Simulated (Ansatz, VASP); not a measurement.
# SiC: VASP beside Ansatz

```
Si C
1.0
     2.94250    0.00000    0.00000
    -1.47125    2.54828    0.00000
     0.00000    0.00000    4.83003
Si C
2 2
Direct
  0.33333 0.66667 0.49969
  0.66667 0.33333 0.99969
  0.33333 0.66667 0.87531
  0.66667 0.33333 0.37531
```

Change from the starting cell: hydrostatic strain -4.3%.

Alike in both runs: task single point; functional PBE; k mesh 12 × 12 × 6; occupations fermi-dirac, width 0.02 eV; no spin polarisation.

|  | VASP | Ansatz |
| --- | --- | --- |
| version | VASP 6.6.1 | Ansatz 0.2.0 |
| potentials or method | VASP PAW PBE potentials, release 64 (Si, C) | plane waves, PAW |
| plane-wave cutoff (eV) | 520 | 420 |
| valence electrons in the cell | 16 | 16 |

```csv
,VASP,Ansatz,Ansatz less VASP
gap on the k mesh at the Fermi level (eV),2.01,2.02,+0.005
pressure (GPa),42.1,42.2,+0.15
"traceless stress, the component that is largest in VASP (GPa)",-0.69,-0.70,-0.008
rms of the force components (eV/Å),0.003,0.003,0.0000
```

Atom by atom the forces differ by 0.000 eV/Å (rms over components). Both programs put the cell under a high pressure, so it lies far from rest at this level. The functional is the same, so the differences come from potentials, cutoffs and numerics.
